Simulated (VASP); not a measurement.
# In3Cu (R-3m) in VASP: further runs

In3Cu is run at these levels: LDA; tasks: single point.

Program: VASP 6.6.1. These are calculated values, not measurements. Logs are shortened: lines on timing, memory, paths and dates and some standing lists are left out, and cuts for length are marked.

## (1) The cell of the first run

The structure is trigonal, space group R-3m (No. 166). The conventional cell has a = 6.124 Å, b = 6.124 Å, c = 7.704 Å, α = 90.00°, β = 90.00°, γ = 120.00°. Within 4.0 Å of In (site symmetry 2/m) lie 8 In at 3.06 to 3.12 Å and 4 Cu at 3.06 to 3.12 Å. Cu (site symmetry -3m) has 12 In at 3.06 to 3.12 Å within 4.0 Å.

## (2) Single point, LDA

File INCAR:

```
PREC = Accurate
ENCUT = 520
EDIFF = 1E-6
ISMEAR = 0
SIGMA = 0.15
LREAL = False
LASPH = True
NELM = 60
ALGO = Fast
ISIF = 2
LWAVE = False
LCHARG = False
NBANDS = 33
```

File KPOINTS:

```
regular mesh
0
Gamma
  10 10 10
```

File POSCAR:

```
In3Cu
1.0
    4.3696244728      0.0391189003      0.0391189003
    0.0391189003      4.3696244728      0.0391189003
    0.0391189003      0.0391189003      4.3696244728
In Cu
3 1
Direct
    0.0000000000      0.5000000000      0.5000000000
    0.5000000000      0.0000000000      0.5000000000
    0.5000000000      0.5000000000      0.0000000000
    0.0000000000      0.0000000000      0.0000000000
```

Potentials or basis: VASP PAW LDA potentials, release 64 (In_d, Cu).

The run is started by

```sh
> cat potpaw_LDA.64/In_d/POTCAR potpaw_LDA.64/Cu/POTCAR > POTCAR
> mpirun -np 1 vasp_std > vasp.out
```

OUTCAR:

```text
PREC = Accurate
   ENCUT = 520
   EDIFF = 1E-6
   ISMEAR = 0
   LREAL = False
   LASPH = True
   NELM = 60
   ISIF = 2

 ion  position               nearest neighbor table
   1  0.000  0.500  0.500-   3 3.06   4 3.06   2 3.06   4 3.06   2 3.06   3 3.06   2 3.12   4 3.12
                             3 3.12   4 3.12   3 3.12   2 3.12
   2  0.500  0.000  0.500-   3 3.06   4 3.06   1 3.06   3 3.06   1 3.06   4 3.06   1 3.12   3 3.12
                             3 3.12   4 3.12   4 3.12   1 3.12
   3  0.500  0.500  0.000-   1 3.06   2 3.06   2 3.06   4 3.06   1 3.06   4 3.06   1 3.12   2 3.12
                             2 3.12   4 3.12   1 3.12   4 3.12
   4  0.000  0.000  0.000-   1 3.06   2 3.06   1 3.06   3 3.06   2 3.06   3 3.06   1 3.12   1 3.12
                             2 3.12   3 3.12   2 3.12   3 3.12

  LATTYP: Found a trigonal (rhomboedric) cell.
 ALAT       =     4.3699746693
 COS(alpha) =     0.0179821897

  Lattice vectors:

 A1 = (   4.3696244728,   0.0391189003,   0.0391189003)
 A2 = (   0.0391189003,   4.3696244728,   0.0391189003)
 A3 = (   0.0391189003,   0.0391189003,   4.3696244728)

Analysis of symmetry for initial positions (statically):
=====================================================================
 Subroutine PRICEL returns:
 Original cell was already a primitive cell.

 Routine SETGRP: Setting up the symmetry group for a
 trigonal (rhombohedral) supercell.

 Subroutine GETGRP returns: Found 12 space group operations
 (whereof 12 operations were pure point group operations)
 out of a pool of 12 trial point group operations.

The static configuration has the point symmetry D_3d.

Analysis of symmetry for dynamics (positions and initial velocities):
=====================================================================
 Subroutine PRICEL returns:
 Original cell was already a primitive cell.

 Routine SETGRP: Setting up the symmetry group for a
 trigonal (rhombohedral) supercell.

 Subroutine GETGRP returns: Found 12 space group operations
 (whereof 12 operations were pure point group operations)
 out of a pool of 12 trial point group operations.

The dynamic configuration has the point symmetry D_3d.

 Subroutine INISYM returns: Found 12 space group operations
 (whereof 12 operations are pure point group operations),
 and found     1 'primitive' translations

----------------------------------------------------------------------------------------

                                     Primitive cell

  volume of cell :      83.4120

  direct lattice vectors                    reciprocal lattice vectors
     4.369624473  0.039118900  0.039118900     0.228888982 -0.002030938 -0.002030938
     0.039118900  4.369624473  0.039118900    -0.002030938  0.228888982 -0.002030938
     0.039118900  0.039118900  4.369624473    -0.002030938 -0.002030938  0.228888982

  length of vectors
     4.369974669  4.369974669  4.369974669     0.228907002  0.228907002  0.228907002

  position of ions in fractional coordinates (direct lattice)
     0.000000000  0.500000000  0.500000000
     0.500000000  0.000000000  0.500000000
     0.500000000  0.500000000  0.000000000
     0.000000000  0.000000000  0.000000000

  ion indices of the primitive-cell ions
   primitive index   ion index
                 1           1
                 2           2
                 3           3
                 4           4

----------------------------------------------------------------------------------------

 KPOINTS: regular mesh

Automatic generation of k-mesh.
 Grid dimensions read from file:
 generate k-points for:   10   10   10

 Generating k-lattice:

  Cartesian coordinates                     Fractional coordinates (reciprocal lattice)
     0.022888898 -0.000203094 -0.000203094     0.100000000  0.000000000  0.000000000
    -0.000203094  0.022888898 -0.000203094     0.000000000  0.100000000  0.000000000
    -0.000203094 -0.000203094  0.022888898     0.000000000  0.000000000  0.100000000

  Length of vectors
     0.022890700  0.022890700  0.022890700

  Shift w.r.t. Gamma in fractional coordinates (k-lattice)
     0.000000000  0.000000000  0.000000000

 Subroutine IBZKPT returns following result:
 ===========================================

 Found    116 irreducible k-points:

 Following reciprocal coordinates:
            Coordinates               Weight
  0.000000  0.000000  0.000000      1.000000
  0.100000  0.000000  0.000000      6.000000
  0.200000  0.000000  0.000000      6.000000
  0.300000  0.000000  0.000000      6.000000
  0.400000  0.000000  0.000000      6.000000
  0.500000  0.000000  0.000000      3.000000
[... 16 lines left out ...]
  0.300000  0.300000  0.000000      6.000000
  0.400000  0.300000  0.000000     12.000000
 [... further k-points ...]
   k-points           NKPTS =    116   k-points in BZ     NKDIM =    116   number of bands    NBANDS=     33
   number of dos      NEDOS =    301   number of ions     NIONS =      4
   total plane-waves  NPLWV =  46656
   dimension x,y,z NGX =    36 NGY =   36 NGZ =   36
   dimension x,y,z NGXF=    72 NGYF=   72 NGZF=   72
   ions per type =               3   1
   NGX,Y,Z   is equivalent  to a cutoff of  13.70, 13.70, 13.70 a.u.
   NGXF,Y,Z  is equivalent  to a cutoff of  27.39, 27.39, 27.39 a.u.
 SYSTEM =  unknown system
   PREC   = accura    normal or accurate (medium, high low for compatibility)
   ISTART =      0    job   : 0-new  1-cont  2-samecut
   ICHARG =      2    charge: 1-file 2-atom 10-const
   ISPIN  =      1    spin polarized calculation?
   LNONCOLLINEAR =      F non collinear calculations
   LSORBIT =      F    spin-orbit coupling
   LASPH  =      T    aspherical Exc in radial PAW
   ENCUT  =  520.0 eV  38.22 Ry    6.18 a.u.   8.13  8.13  8.13*2*pi/ulx,y,z
   NELM   =     60;   NELMIN=  2; NELMDL= -5     # of ELM steps
   EDIFF  = 0.1E-05   stopping-criterion for ELM
   LREAL  =      F    real-space projection
   EDIFFG = 0.1E-04   stopping-criterion for IOM
   NSW    =      0    number of steps for IOM
   IBRION =     -1    ionic relax: 0-MD 1-quasi-New 2-CG
   NFREE  =      0    steps in history (QN), initial steepest desc. (CG)
   ISIF   =      2    stress and relaxation
   ISYM   =      2    0-nonsym 1-usesym 2-fastsym
   POTIM  = 0.5000    time-step for ionic-motion
   TEBEG  =    0.0;   TEEND  =   0.0 temperature during run
   PSTRESS=    0.0 pullay stress
   NELECT =      50.0000    total number of electrons
   NUPDOWN=      -1.0000    fix difference up-down
   EMIN   =  10.00;   EMAX   =-10.00  energy-range for DOS
   EFERMI =   0.00;   METHOD = LEGACY
   ISMEAR =     0;   SIGMA  =   0.15  broadening in eV -4-tet -1-fermi 0-gaus
   EFERMI_NEDOS =   21; number of points for ismear=-14 and -15
   IALGO  =     68    algorithm
   IMIX   =      4    mixing-type and parameters
     AMIX     =   0.40;   BMIX     =  1.00
     AMIX_MAG =   1.60;   BMIX_MAG =  1.00
  volume/ion in A,a.u.               =      20.85       140.72
  Fermi-wavevector in a.u.,A,eV,Ry     =   1.380348  2.608480 25.924012  1.905361
  Thomas-Fermi vector in A             =   2.505234
   LORBIT       =      0    0 simple, 1 ext, 2 COOP (PROOUT), +10 PAW based schemes
   GGA     = CA    functional components
   LHFCALC =     F    Hartree Fock is set to
   AEXX    =    0.0000 exact exchange contribution
   IVDW    =     0    specifies the selected vdW correction
   LEPSILON=     F    determine dielectric tensor
   LRPA    =     F    only Hartree local field effects (RPA)
 non-spin polarized calculation
 RMM-DIIS sequential band-by-band and
 Gauss-broadening in eV      SIGMA  =   0.15
  energy-cutoff  :      520.00
  volume of cell :       83.41
 maximum number of plane-waves:      2284
 NGX is ok and might be reduce to    36
   NGX = 17   NGY = 17   NGZ = 17

 number of electron      49.9999969 magnetization

 Free energy of the ion-electron system (eV)
  ---------------------------------------------------
  ext. energy  EPLUGINS =         0.00000000
  ---------------------------------------------------
  free energy    TOTEN  =       -13.61698366 eV

  energy without entropy =      -13.59985493  energy(sigma->0) =      -13.60841929

 E-fermi :   8.2038     XC(G=0): -11.2993

 val. band max:        8.1995324217   @ k =  -0.4000   0.4000   0.1000
 cond. band min:       8.2085415797   @ k =   0.4000   0.1000   0.0000
 fundamental gap:      0.0090091580
 Fermi energy:         8.2037935299

 k-point     1 :       0.0000    0.0000    0.0000
  band No.  band energies     occupation
      1      -6.8788      2.00000
      2      -6.8542      2.00000
      3      -6.8347      2.00000
      4      -6.8347      2.00000
      5      -6.5747      2.00000
      6      -6.5747      2.00000
[... 25 lines left out ...]
     32      14.2194      0.00000
     33      14.2194      0.00000

 k-point     2 :       0.1000    0.0000    0.0000
  band No.  band energies     occupation
      1      -6.8636      2.00000
      2      -6.8417      2.00000
      3      -6.8242      2.00000
      4      -6.8166      2.00000
      5      -6.5713      2.00000
      6      -6.5612      2.00000
[... 25 lines left out ...]
     32      13.8186      0.00000
     33      14.2104      0.00000

 k-point     3 :       0.2000    0.0000    0.0000
  band No.  band energies     occupation
      1      -6.8350      2.00000
      2      -6.8084      2.00000
      3      -6.7771      2.00000
      4      -6.7633      2.00000
      5      -6.5617      2.00000
      6      -6.5227      2.00000
[... 25 lines left out ...]
     32      13.9482      0.00000
     33      14.4948      0.00000

 k-point     4 :       0.3000    0.0000    0.0000
  band No.  band energies     occupation
      1      -6.8184      2.00000
      2      -6.7448      2.00000
      3      -6.6944      2.00000
      4      -6.6788      2.00000
      5      -6.5481      2.00000
      6      -6.4663      2.00000
[... 673 lines left out ...]
     32      13.1472      0.00000
     33      14.3874      0.00000

 k-point    23 :       0.3000    0.3000    0.0000
  band No.  band energies     occupation
      1      -6.7267      2.00000
      2      -6.7095      2.00000
      3      -6.6150      2.00000
      4      -6.5916      2.00000
      5      -6.5033      2.00000
      6      -6.4115      2.00000
[... 25 lines left out ...]
     32      14.1235      0.00000
     33      14.9941      0.00000

 k-point    24 :       0.4000    0.3000    0.0000
  band No.  band energies     occupation
      1      -6.6876      2.00000
      2      -6.6747      2.00000
      3      -6.5431      2.00000
      4      -6.5359      2.00000
      5      -6.5105      2.00000
      6      -6.4281      2.00000
[... 25 lines left out ...]
     32      14.2920      0.00000
     33      14.7313      0.00000

 [... further k-points ...]
[... 5 lines left out ...]
  --------------------------------------------------------------------------------------
  -------------------------------------------------------------------------------------
  Total       -0.7861146     -0.7861146     -0.7861146     -0.0595756     -0.0595756     -0.0595756
  in kB      -15.0996861    -15.0996861    -15.0996861     -1.1443271     -1.1443271     -1.1443271
  external PRESSURE =     -15.0996861 kB  Pullay stress =       0.0000000 kB

 VOLUME and BASIS-vectors are now :
 -----------------------------------------------------------------------------
  energy-cutoff  :      520.00
  volume of cell :       83.41
      direct lattice vectors                 reciprocal lattice vectors
     4.369624473  0.039118900  0.039118900     0.228888982 -0.002030938 -0.002030938
     0.039118900  4.369624473  0.039118900    -0.002030938  0.228888982 -0.002030938
     0.039118900  0.039118900  4.369624473    -0.002030938 -0.002030938  0.228888982

 POSITION                                       TOTAL-FORCE (eV/Angst)
 -----------------------------------------------------------------------------------
      0.03912      2.20437      2.20437        -0.000000      0.000000      0.000000
      2.20437      0.03912      2.20437        -0.000000     -0.000000     -0.000000
      2.20437      2.20437      0.03912         0.000000      0.000000      0.000000
      0.00000      0.00000      0.00000        -0.000000      0.000000      0.000000
 -----------------------------------------------------------------------------------
    total drift:                                0.000000      0.000000      0.000000

  FREE ENERGIE OF THE ION-ELECTRON SYSTEM (eV)
  ---------------------------------------------------
  free  energy   TOTEN  =       -13.6169836581 eV

  energy  without entropy=      -13.5998549291  energy(sigma->0) =      -13.60841929
```

Wall time 5.5 min (1 thread of AMD EPYC 7R13 (Zen 3), shared host); peak memory 0.33 GiB.

Results:

| Item | Value |
| --- | --- |
| Free energy | -13.6170 eV |
| Pressure | -1.5 GPa |
| Band gap on the k mesh | zero (band 25 reaches 10.57 eV, above the bottom of band 26 at 6.25 eV) |

Stress tensor (GPa, compression positive):
```
-1.51 -0.11 -0.11
-0.11 -1.51 -0.11
-0.11 -0.11 -1.51
```

Caveat: spin-orbit coupling is left out, which moves the levels of the heavy elements.

[end of part 1 of 2]
